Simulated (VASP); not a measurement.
Wanted: the native input for a VASP 6.6.1 run.

- Task: single point
- Functional: PBE
- Potentials or basis: VASP PAW PBE potentials, release 64 (Si, C)
- Cutoff: 520 eV
- k mesh: 4 × 4 × 4
- Occupations: gaussian, width 0.1 eV
- Spin: no spin polarisation
- Dipole correction: no
- Further INCAR settings: LREAL = Auto; ALGO = Normal; EDIFF = 1e-06; NBANDS = 46; ISYM = 0

The structure of SiC lies in POSCAR:

```
SiC
1.0
    5.5440568692      0.1712302935     -0.2159886255
    0.1671336336      6.0792796696      0.0610247868
   -0.2141599348      0.0377103370      5.2293644533
Si C
8 8
Direct
    0.4031234695      0.1587705991      0.6852787678
    0.8999700158      0.9764511897      0.6785896361
    0.5440169532      0.4359320005      0.0731252826
    0.0036310235      0.7035988468      0.1463335369
    0.6260768354      0.4484508637      0.5514762806
    0.2095129201      0.2456932080      0.1362690660
    0.3627388180      0.8972898221      0.3045369559
    0.4160790374      0.7222812514      0.7520903369
    0.0807724428      0.2316436499      0.7844329598
    0.9838072493      0.4596711936      0.6409781773
    0.6893128451      0.9016394264      0.1597930091
    0.0676078913      0.6823297561      0.7802320354
    0.8061548528      0.2900119291      0.2526310351
    0.0102021473      0.4346739956      0.3415877044
    0.6161171642      0.9490762266      0.8756280535
    0.8135246103      0.0630293090      0.3276776792
```

The input as run:

INCAR

```
  ALGO = Normal
  EDIFF = 1E-6
  ENCUT = 520
  GGA = PE
  ISIF = 2
  ISMEAR = 0
  ISYM = 0
  LASPH = True
  LCHARG = False
  LREAL = Auto
  LWAVE = False
  NBANDS = 46
  NELM = 100
  PREC = Accurate
  SIGMA = 0.1
```

KPOINTS

```
k-points
0
Gamma
  4 4 4
```

Potentials or basis: VASP PAW PBE potentials, release 64 (Si, C).

The run is started by

```console
$ cat potpaw_PBE.64/Si/POTCAR potpaw_PBE.64/C/POTCAR > POTCAR
$ mpirun -np 1 vasp_std > vasp.out
```

Results of the run:

- Pressure: 0.1 GPa
- Largest force: 0.065 eV/Å
- Band gap on the k mesh: zero (bands 32 and 33 overlap by 0.14 eV)

Caveat: the atoms stand as in a frame of molecular dynamics.

It took 14 min on 1 thread of Intel Xeon 8259CL (shared host), peak memory 0.36 GiB.
